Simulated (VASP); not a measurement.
## Nb2PdSe4: single point with PBE

The system is Nb2PdSe4.

```
Nb Pd Se
1.0
     3.57322    0.00000    0.00000
    -1.78661    3.09450    0.00000
     0.00000    0.00000   13.86308
Nb Pd Se
2 1 4
Direct
  0.00000 0.00000 0.24134
  0.00000 0.00000 0.75866
  0.00000 0.00000 0.00000
  0.66667 0.33333 0.35801
  0.33333 0.66667 0.12290
  0.33333 0.66667 0.64199
  0.66667 0.33333 0.87710
```

```
Program                : VASP 6.6.1
Task                   : single point
Functional             : PBE
Potentials or basis    : VASP PAW PBE potentials, release 64 (Nb_sv, Pd, Se)
Cutoff                 : 520 eV
k mesh                 : 6 × 6 × 2
Occupations            : gaussian, width 0.1 eV
Spin                   : collinear spin
Starting moments       : [0.0, 0.0, 1.0, 0.0, 0.0, 0.0, 0.0] μB
Dipole correction      : no
Further INCAR settings : ALGO = Normal; EDIFF = 1e-07; NBANDS = 43
```

| Item | Value |
| --- | --- |
| Pressure | 0.1 GPa |
| Largest force | 0.090 eV/Å |
| Band gap on the k mesh | zero (filled and empty bands overlap) |
| Net moment | 0.00 μB per cell |
| Valence electrons inside the program's atomic spheres | Nb 10.54; Pd 9.35; Se 3.85, 3.89 (each value once) |

Forces on the atoms (eV/Å):
```
Nb   0.000  0.000 -0.018
Nb   0.000  0.000  0.018
Pd   0.000  0.000  0.000
Se   0.000  0.000  0.078
Se   0.000  0.000 -0.090
Se   0.000  0.000 -0.078
Se   0.000  0.000  0.090
```

Levels at points of the mesh, in eV from the Fermi level:
Spin up:
```csv
k point,band 27,band 28,band 29,band 30,band 31,band 32,band 33,band 34
"(0.00, 0.00, 0.00)",-0.74,-0.20,-0.20,-0.16,-0.16,0.14,0.14,0.14
"(0.50, 0.00, 0.00)",-1.71,-1.27,-1.12,-0.64,0.18,1.37,1.37,1.81
"(0.00, 0.00, 0.50)",-0.75,-0.20,-0.20,-0.16,-0.16,-0.06,0.15,0.15
"(0.50, 0.00, 0.50)",-1.76,-1.26,-1.13,-0.66,0.18,1.37,1.37,1.82
```
Spin down:
```
           k point  band 26  band 27  band 28  band 29  band 30  band 31  band 32  band 33  band 34  band 35
(0.00, 0.00, 0.00)    -0.74    -0.74    -0.20    -0.20    -0.16    -0.16     0.14     0.14     0.14     0.18
(0.50, 0.00, 0.00)    -1.94    -1.71    -1.27    -1.12    -0.64     0.18     1.37     1.37     1.81     1.85
(0.00, 0.00, 0.50)    -0.75    -0.75    -0.20    -0.20    -0.15    -0.15    -0.06     0.15     0.15     0.47
(0.50, 0.00, 0.50)    -1.93    -1.76    -1.26    -1.13    -0.66     0.18     1.37     1.37     1.82     1.85
```

Run time: 18 min on 1 thread of Intel Xeon 8259CL, with other jobs on the host, peak memory 0.43 GiB.

Caveat: this functional lacks dispersion, which binds layers or chains, so the pressure and a relaxed spacing across them are unreliable.
